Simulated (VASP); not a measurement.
# Si2W (I4/mmm) in VASP: single point with PBEsol

Aim: the single point of Si2W with PBEsol.

Program: VASP 6.6.1. These are calculated values, not measurements. Logs are shortened: lines on timing, memory, paths and dates and some standing lists are left out, and cuts for length are marked.

## 1. The cell of the first run

The structure is tetragonal, space group I4/mmm (No. 139). The conventional cell has a = 3.203 Å, b = 3.203 Å, c = 7.816 Å, α = 90.00°, β = 90.00°, γ = 90.00°. Si (site symmetry 4mm) has 9 Si at 2.59 to 3.20 Å and 5 W at 2.61 Å within 3.4 Å. Within 3.4 Å of W (site symmetry 4/mmm) lie 10 Si at 2.61 Å and 4 W at 3.20 Å.

## 2. Single point, PBEsol

The input, INCAR:

```
SYSTEM = Si2W
PREC = Accurate ; ENCUT = 520
EDIFF = 1E-6 ; ISMEAR = 0
SIGMA = 0.1 ; LREAL = .FALSE.
LASPH = .TRUE. ; NELM = 60
ALGO = Normal ; ISIF = 2
LWAVE = .FALSE. ; LCHARG = .FALSE.
GGA = PS ; NBANDS = 18
```

The input, KPOINTS:

```
Automatic mesh
0
G
  18 18 18
  0 0 0
```

The input, POSCAR:

```
Si2W
1.0
   -1.6012915463      1.6012915463      3.9081035029
    1.6012915463     -1.6012915463      3.9081035029
    1.6012915463      1.6012915463     -3.9081035029
Si W
2 1
Direct
    0.3345483818      0.3345483818      0.0000000000
    0.6654516182      0.6654516182      0.0000000000
    0.0000000000      0.0000000000      0.0000000000
```

Potentials or basis: VASP PAW PBE potentials, release 64 (Si, W_sv).

Started as:

```bash
cat potpaw_PBE.64/Si/POTCAR potpaw_PBE.64/W_sv/POTCAR > POTCAR
mpirun -np 1 vasp_std > vasp.out
```

OUTCAR:

```text
SYSTEM = Si2W
   PREC = Accurate
   ENCUT = 520
   EDIFF = 1E-6
   ISMEAR = 0
   LREAL = .FALSE.
   LASPH = .TRUE.
   NELM = 60
   ISIF = 2
   GGA = PS

 ion  position               nearest neighbor table
   1  0.335  0.335  0.000-   2 2.59   3 2.61   3 2.61   3 2.61   3 2.61   3 2.61   2 2.62   2 2.62
                             2 2.62   2 2.62
   2  0.665  0.665  0.000-   1 2.59   3 2.61   3 2.61   3 2.61   3 2.61   3 2.61   1 2.62   1 2.62
                             1 2.62   1 2.62
   3  0.000  0.000  0.000-   2 2.61   2 2.61   2 2.61   1 2.61   2 2.61   1 2.61   1 2.61   1 2.61
                             1 2.61   2 2.61

  LATTYP: Found a body centered tetragonal cell.
 ALAT       =     3.2025830926
 C/A-ratio  =     2.4405946012

  Lattice vectors:

 A1 = (  -1.6012915463,   1.6012915463,   3.9081035029)
 A2 = (   1.6012915463,  -1.6012915463,   3.9081035029)
 A3 = (   1.6012915463,   1.6012915463,  -3.9081035029)

Analysis of symmetry for initial positions (statically):
=====================================================================
 Subroutine PRICEL returns:
 Original cell was already a primitive cell.

 Routine SETGRP: Setting up the symmetry group for a
 body centered tetragonal supercell.

 Subroutine GETGRP returns: Found 16 space group operations
 (whereof 16 operations were pure point group operations)
 out of a pool of 16 trial point group operations.

The static configuration has the point symmetry D_4h.

Analysis of symmetry for dynamics (positions and initial velocities):
=====================================================================
 Subroutine PRICEL returns:
 Original cell was already a primitive cell.

 Routine SETGRP: Setting up the symmetry group for a
 body centered tetragonal supercell.

 Subroutine GETGRP returns: Found 16 space group operations
 (whereof 16 operations were pure point group operations)
 out of a pool of 16 trial point group operations.

The dynamic configuration has the point symmetry D_4h.

 Subroutine INISYM returns: Found 16 space group operations
 (whereof 16 operations are pure point group operations),
 and found     1 'primitive' translations

----------------------------------------------------------------------------------------

                                     Primitive cell

  volume of cell :      40.0836

  direct lattice vectors                    reciprocal lattice vectors
    -1.601291546  1.601291546  3.908103503     0.000000000  0.312247948  0.127939293
     1.601291546 -1.601291546  3.908103503     0.312247948  0.000000000  0.127939293
     1.601291546  1.601291546 -3.908103503     0.312247948  0.312247948  0.000000000

  length of vectors
     4.516806640  4.516806640  4.516806640     0.337442208  0.337442208  0.441585283

  position of ions in fractional coordinates (direct lattice)
     0.334548382  0.334548382  0.000000000
     0.665451618  0.665451618  0.000000000
     0.000000000  0.000000000  0.000000000

  ion indices of the primitive-cell ions
   primitive index   ion index
                 1           1
                 2           2
                 3           3

----------------------------------------------------------------------------------------

 KPOINTS: Automatic mesh

Automatic generation of k-mesh.
 Grid dimensions read from file:
 generate k-points for:   18   18   18

 Generating k-lattice:

  Cartesian coordinates                     Fractional coordinates (reciprocal lattice)
     0.000000000  0.017347108  0.007107739     0.055555556  0.000000000 -0.000000000
     0.017347108  0.000000000  0.007107739     0.000000000  0.055555556 -0.000000000
     0.017347108  0.017347108  0.000000000     0.000000000  0.000000000  0.055555556

  Length of vectors
     0.018746789  0.018746789  0.024532516

  Shift w.r.t. Gamma in fractional coordinates (k-lattice)
     0.000000000  0.000000000  0.000000000

 Subroutine IBZKPT returns following result:
 ===========================================

 Found    480 irreducible k-points:

 Following reciprocal coordinates:
            Coordinates               Weight
  0.000000  0.000000  0.000000      1.000000
  0.055556 -0.000000  0.000000      8.000000
  0.111111 -0.000000  0.000000      8.000000
  0.166667 -0.000000  0.000000      8.000000
  0.222222 -0.000000  0.000000      8.000000
  0.277778  0.000000  0.000000      8.000000
[... 16 lines left out ...]
 -0.277778  0.055556  0.000000     16.000000
 -0.222222  0.055556  0.000000     16.000000
 [... further k-points ...]
   k-points           NKPTS =    480   k-points in BZ     NKDIM =    480   number of bands    NBANDS=     18
   number of dos      NEDOS =    301   number of ions     NIONS =      3
   total plane-waves  NPLWV =  46656
   dimension x,y,z NGX =    36 NGY =   36 NGZ =   36
   dimension x,y,z NGXF=    72 NGYF=   72 NGZF=   72
   ions per type =               2   1
   NGX,Y,Z   is equivalent  to a cutoff of  13.25, 13.25, 13.25 a.u.
   NGXF,Y,Z  is equivalent  to a cutoff of  26.50, 26.50, 26.50 a.u.
 SYSTEM =  Si2W
   PREC   = accura    normal or accurate (medium, high low for compatibility)
   ISTART =      0    job   : 0-new  1-cont  2-samecut
   ICHARG =      2    charge: 1-file 2-atom 10-const
   ISPIN  =      1    spin polarized calculation?
   LNONCOLLINEAR =      F non collinear calculations
   LSORBIT =      F    spin-orbit coupling
   LASPH  =      T    aspherical Exc in radial PAW
   ENCUT  =  520.0 eV  38.22 Ry    6.18 a.u.   8.40  8.40  8.40*2*pi/ulx,y,z
   NELM   =     60;   NELMIN=  2; NELMDL= -5     # of ELM steps
   EDIFF  = 0.1E-05   stopping-criterion for ELM
   LREAL  =      F    real-space projection
   EDIFFG = 0.1E-04   stopping-criterion for IOM
   NSW    =      0    number of steps for IOM
   IBRION =     -1    ionic relax: 0-MD 1-quasi-New 2-CG
   NFREE  =      0    steps in history (QN), initial steepest desc. (CG)
   ISIF   =      2    stress and relaxation
   ISYM   =      2    0-nonsym 1-usesym 2-fastsym
   POTIM  = 0.5000    time-step for ionic-motion
   TEBEG  =    0.0;   TEEND  =   0.0 temperature during run
   PSTRESS=    0.0 pullay stress
   NELECT =      22.0000    total number of electrons
   NUPDOWN=      -1.0000    fix difference up-down
   EMIN   =  10.00;   EMAX   =-10.00  energy-range for DOS
   EFERMI =   0.00;   METHOD = LEGACY
   ISMEAR =     0;   SIGMA  =   0.10  broadening in eV -4-tet -1-fermi 0-gaus
   EFERMI_NEDOS =   21; number of points for ismear=-14 and -15
   IALGO  =     38    algorithm
   IMIX   =      4    mixing-type and parameters
     AMIX     =   0.40;   BMIX     =  1.00
     AMIX_MAG =   1.60;   BMIX_MAG =  1.00
  volume/ion in A,a.u.               =      13.36        90.17
  Fermi-wavevector in a.u.,A,eV,Ry     =   1.340376  2.532944 24.444347  1.796609
  Thomas-Fermi vector in A             =   2.468694
   LORBIT       =      0    0 simple, 1 ext, 2 COOP (PROOUT), +10 PAW based schemes
   GGA     = PS    functional components
   LHFCALC =     F    Hartree Fock is set to
   AEXX    =    0.0000 exact exchange contribution
   IVDW    =     0    specifies the selected vdW correction
   LEPSILON=     F    determine dielectric tensor
   LRPA    =     F    only Hartree local field effects (RPA)
 non-spin polarized calculation
 Gauss-broadening in eV      SIGMA  =   0.10
  energy-cutoff  :      520.00
  volume of cell :       40.08
 maximum number of plane-waves:      1104
 NGX is ok and might be reduce to    36
   NGX = 17   NGY = 17   NGZ = 17

 number of electron      21.9999999 magnetization

 Free energy of the ion-electron system (eV)
  ---------------------------------------------------
  ext. energy  EPLUGINS =         0.00000000
  ---------------------------------------------------
  free energy    TOTEN  =       -26.64072771 eV

  energy without entropy =      -26.63984078  energy(sigma->0) =      -26.64028424

 E-fermi :  11.9869     XC(G=0): -12.6480

 val. band max:       11.9612539869   @ k =  -0.3889   0.5000   0.3333
 cond. band min:      12.0386813533   @ k =  -0.3889  -0.4444   0.3333
 fundamental gap:      0.0774273664
 Fermi energy:        11.9868838991

 k-point     1 :       0.0000    0.0000    0.0000
  band No.  band energies     occupation
      1     -61.7991      2.00000
      2     -26.0746      2.00000
      3     -26.0451      2.00000
      4     -26.0451      2.00000
      5      -2.1591      2.00000
      6       5.0660      2.00000
[... 10 lines left out ...]
     17      17.7363      0.00000
     18      17.7363      0.00000

 k-point     2 :       0.0556   -0.0000    0.0000
  band No.  band energies     occupation
      1     -61.7988      2.00000
      2     -26.0740      2.00000
      3     -26.0521      2.00000
      4     -26.0444      2.00000
      5      -2.0994      2.00000
      6       5.0730      2.00000
[... 10 lines left out ...]
     17      17.7401      0.00000
     18      17.9633      0.00000

 k-point     3 :       0.1111   -0.0000    0.0000
  band No.  band energies     occupation
      1     -61.7981      2.00000
      2     -26.0729      2.00000
      3     -26.0718      2.00000
      4     -26.0426      2.00000
      5      -1.9216      2.00000
      6       5.0844      2.00000
[... 10 lines left out ...]
     17      17.7968      0.00000
     18      18.5152      0.00000

 k-point     4 :       0.1667   -0.0000    0.0000
  band No.  band energies     occupation
      1     -61.7971      2.00000
      2     -26.1029      2.00000
      3     -26.0702      2.00000
      4     -26.0398      2.00000
      5      -1.6297      2.00000
      6       5.0656      2.00000
[... 10 lines left out ...]
     17      18.0867      0.00000
     18      19.2714      0.00000

 k-point     5 :       0.2222   -0.0000    0.0000
  band No.  band energies     occupation
      1     -61.7958      2.00000
      2     -26.1403      2.00000
      3     -26.0674      2.00000
      4     -26.0364      2.00000
      5      -1.2303      2.00000
      6       4.9429      2.00000
[... 10 lines left out ...]
     17      18.7123      0.00000
     18      20.1778      0.00000

 k-point     6 :       0.2778    0.0000    0.0000
  band No.  band energies     occupation
      1     -61.7944      2.00000
      2     -26.1798      2.00000
      3     -26.0643      2.00000
      4     -26.0327      2.00000
      5      -0.7322      2.00000
      6       4.6260      2.00000
[... 10 lines left out ...]
     17      19.2828      0.00000
     18      20.8407      0.00000

 k-point     7 :       0.3333   -0.0000    0.0000
  band No.  band energies     occupation
      1     -61.7930      2.00000
      2     -26.2167      2.00000
      3     -26.0614      2.00000
      4     -26.0293      2.00000
      5      -0.1468      2.00000
      6       4.1105      2.00000
[... 10 lines left out ...]
     17      19.2608      0.00000
     18      20.8157      0.00000

 k-point     8 :       0.3889    0.0000    0.0000
  band No.  band energies     occupation
      1     -61.7920      2.00000
      2     -26.2466      2.00000
      3     -26.0591      2.00000
      4     -26.0265      2.00000
      5       0.5116      2.00000
      6       3.4639      2.00000
[... 10 lines left out ...]
     17      18.9973      0.00000
     18      19.7762      0.00000
[... 229 lines left out ...]
     17      18.9058      0.00000
     18      19.0489      0.00000

 k-point    20 :      -0.4444    0.0556   -0.0000
  band No.  band energies     occupation
      1     -61.7910      2.00000
      2     -26.2650      2.00000
      3     -26.0566      2.00000
      4     -26.0313      2.00000
      5       1.1705      2.00000
      6       2.8577      2.00000
[... 10 lines left out ...]
     17      19.0110      0.00000
     18      19.5646      0.00000

 k-point    21 :      -0.3889    0.0556    0.0000
  band No.  band energies     occupation
      1     -61.7917      2.00000
      2     -26.2456      2.00000
      3     -26.0579      2.00000
      4     -26.0331      2.00000
      5       0.4629      2.00000
      6       3.5792      2.00000
[... 10 lines left out ...]
     17      19.1775      0.00000
     18      20.4850      0.00000

 k-point    22 :      -0.3333    0.0556    0.0000
  band No.  band energies     occupation
      1     -61.7928      2.00000
      2     -26.2157      2.00000
      3     -26.0601      2.00000
      4     -26.0359      2.00000
      5      -0.1861      2.00000
      6       4.2556      2.00000
[... 10 lines left out ...]
     17      19.3615      0.00000
     18      20.2939      0.00000

 k-point    23 :      -0.2778    0.0556    0.0000
  band No.  band energies     occupation
      1     -61.7941      2.00000
      2     -26.1789      2.00000
      3     -26.0629      2.00000
      4     -26.0394      2.00000
      5      -0.7587      2.00000
      6       4.8396      2.00000
[... 10 lines left out ...]
     17      19.0778      0.00000
     18      20.1235      0.00000

 k-point    24 :      -0.2222    0.0556    0.0000
  band No.  band energies     occupation
      1     -61.7955      2.00000
      2     -26.1395      2.00000
      3     -26.0660      2.00000
      4     -26.0432      2.00000
      5      -1.2414      2.00000
      6       5.2145      2.00000
[... 10 lines left out ...]
     17      18.3687      0.00000
     18      20.2399      0.00000

 [... further k-points ...]
[... 5 lines left out ...]
  --------------------------------------------------------------------------------------
  -------------------------------------------------------------------------------------
  Total        0.0823421      0.0823421      0.0621200      0.0000000      0.0000000      0.0000000
  in kB        3.2912878      3.2912878      2.4829901      0.0000000      0.0000000      0.0000000
  external PRESSURE =       3.0218552 kB  Pullay stress =       0.0000000 kB

 VOLUME and BASIS-vectors are now :
 -----------------------------------------------------------------------------
  energy-cutoff  :      520.00
  volume of cell :       40.08
      direct lattice vectors                 reciprocal lattice vectors
    -1.601291546  1.601291546  3.908103503     0.000000000  0.312247948  0.127939293
     1.601291546 -1.601291546  3.908103503     0.312247948  0.000000000  0.127939293
     1.601291546  1.601291546 -3.908103503     0.312247948  0.312247948  0.000000000

 POSITION                                       TOTAL-FORCE (eV/Angst)
 -----------------------------------------------------------------------------------
      0.00000      0.00000      2.61490         0.000000      0.000000     -0.009167
      0.00000      0.00000      5.20131        -0.000000     -0.000000      0.009167
      0.00000      0.00000      0.00000         0.000000      0.000000      0.000000
 -----------------------------------------------------------------------------------
    total drift:                                0.000000     -0.000000     -0.000000

  FREE ENERGIE OF THE ION-ELECTRON SYSTEM (eV)
  ---------------------------------------------------
  free  energy   TOTEN  =       -26.6407277075 eV

  energy  without entropy=      -26.6398407811  energy(sigma->0) =      -26.64028424
```

It took 4.5 min on 1 thread of AMD EPYC 9R45 (Zen 5), shared host; peak memory 0.43 GiB.

Results:

| Quantity | Value |
| --- | --- |
| Free energy | -26.6407 eV |
| Pressure | 0.3 GPa |
| Largest force | 0.009 eV/Å |
| Band gap on the k mesh | zero (band 11 reaches 12.75 eV, above the bottom of band 12 at 11.45 eV) |

Forces in eV/Å, atoms in the order of the input:
```
Si   0.000  0.000 -0.009
Si   0.000  0.000  0.009
W    0.000  0.000  0.000
```

Stress tensor (GPa, compression positive):
```
0.33 0.00 0.00
0.00 0.33 0.00
0.00 0.00 0.25
```

Caveat: the PAW data sets were made with another functional, which shifts forces and pressure a little; spin-orbit coupling is left out, which moves the levels of the heavy elements.
